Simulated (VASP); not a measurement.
Here is a VASP 6.6.1 calculation.

Contents of INCAR:

```
SYSTEM = Os
AGGAC = 1.0
AGGAX = 1.0
ALDAC = 0.0
ALDAX = 1.0
ALGO = Normal
EDIFF = 1E-6
ENCUT = 560
GGA = B5
GGA_COMPAT = .False.
ISIF = 2
ISMEAR = -1
IVDW = 13
LASPH = .True.
LCHARG = .False.
LREAL = .False.
LWAVE = .False.
NBANDS = 23
NELM = 120
PREC = Accurate
SIGMA = 0.05
VDW_A1 = 0.44488865
VDW_A2 = 4.0933009
VDW_S6 = 1.0
VDW_S8 = 2.34076671
```

Contents of KPOINTS:

```
k-points
0
Gamma
  11 11 6
  0 0 0
```

File POSCAR:

```
Os
1.0
    2.7700791260      0.0000000000      0.0000000000
   -1.3850395630      2.3989588936      0.0000000000
    0.0000000000      0.0000000000      4.3765446767
Os
2
Direct
    0.6666666667      0.3333333333      0.7500000000
    0.3333333333      0.6666666667      0.2500000000
```

Potentials or basis: VASP PAW PBE potentials, release 64 (Os_sv_GW).

The run is started by

```console
$ cat potpaw_PBE.64/Os_sv_GW/POTCAR > POTCAR
$ mpirun -np 1 vasp_std > vasp.out
```

(1) Estimate the band gap on the k mesh.

(2) Estimate the dispersion energy per atom.

Answers

(1) zero (bands 16 and 17 overlap by 3.66 eV).

(2) -1.287 eV.

Caveat: the cell stands under tension; spin-orbit coupling is left out, which moves the levels of the heavy elements.
